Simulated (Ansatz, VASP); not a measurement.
# One calculation of Ga2O3, two programs

INCAR

```
  PREC = Accurate
  ENCUT = 520
  EDIFF = 1E-6
  ISMEAR = 0
  SIGMA = 0.1
  LREAL = F
  LASPH = T
  NELM = 60
  ALGO = Normal
  ISIF = 2
  LWAVE = F
  LCHARG = T
  LELF = T
  LVHAR = T
  NBANDS = 55
```

Contents of KPOINTS:

```
regular mesh
0
Gamma
  6 6 4
```

POSCAR

```
Ga2O3
1.0
    6.1070000000     -1.5185500000      0.0000000000
    6.1070000000      1.5185500000      0.0000000000
   -1.3859889000      0.0000000000      5.6300087400
Ga O
4 6
Direct
    0.0905000000      0.0905000000      0.7946000000
    0.9095000000      0.9095000000      0.2054000000
    0.6586600000      0.6586600000      0.3140200000
    0.3413400000      0.3413400000      0.6859800000
    0.1645000000      0.1645000000      0.1098000000
    0.8355000000      0.8355000000      0.8902000000
    0.1733000000      0.1733000000      0.5632000000
    0.8267000000      0.8267000000      0.4368000000
    0.4959000000      0.4959000000      0.2566000000
    0.5041000000      0.5041000000      0.7434000000
```

Input for Ansatz:

```yaml
crystal:
  lattice:
    - [6.107, -1.51855, 0.0]
    - [6.107, 1.51855, 0.0]
    - [-1.3859889, 0.0, 5.63000874]
  atoms:
    - { symbol: Ga, position: [0.0905, 0.0905, 0.7946] }
    - { symbol: Ga, position: [0.9095, 0.9095, 0.2054] }
    - { symbol: Ga, position: [0.65866, 0.65866, 0.31402] }
    - { symbol: Ga, position: [0.34134, 0.34134, 0.68598] }
    - { symbol: O, position: [0.1645, 0.1645, 0.1098] }
    - { symbol: O, position: [0.8355, 0.8355, 0.8902] }
    - { symbol: O, position: [0.1733, 0.1733, 0.5632] }
    - { symbol: O, position: [0.8267, 0.8267, 0.4368] }
    - { symbol: O, position: [0.4959, 0.4959, 0.2566] }
    - { symbol: O, position: [0.5041, 0.5041, 0.7434] }
basis:
  ecutwfc: 420
kpoints:
  mp_grid: { grid: [6, 6, 4] }
hamiltonian:
  xc: lda
  pseudopotentials: { kind: paw, azcp: { folder: soft_1 } }
scf:
  occupations: { method: gaussian, width: 0.1 }
output:
  forces: true
  stress: true
  eigenvalues: true
```

Alike in both runs: task single point; functional LDA; k mesh 6 × 6 × 4; occupations gaussian, width 0.1 eV; no spin polarisation.

```csv
,VASP,Ansatz
version,VASP 6.6.1,Ansatz 0.2.0
potentials or method,"VASP PAW LDA potentials, release 64 (Ga_d, O), cutoff 520 eV","scalar-relativistic, plane waves, PAW"
valence electrons in the cell,88,88
```

|  | VASP | Ansatz | Ansatz less VASP |
| --- | --- | --- | --- |
| gap on the k mesh at the Fermi level (eV) | 2.34 | 2.34 | -0.003 |
| least direct gap on the mesh (eV) | 2.36 | 2.35 | -0.004 |
| pressure (GPa) | -2.4 | -4.1 | -1.74 |
| traceless stress, the component that is largest in VASP (GPa) | -0.41 | -0.38 | +0.036 |
| rms of the force components (eV/Å) | 0.041 | 0.032 | -0.0088 |

Ansatz warns that its potentials were made for another functional, while VASP's fit it. LDA's correlation is that of Perdew and Zunger in VASP and of Perdew and Wang (1992) in Ansatz. Atom by atom the forces differ by 0.030 eV/Å (rms over components).
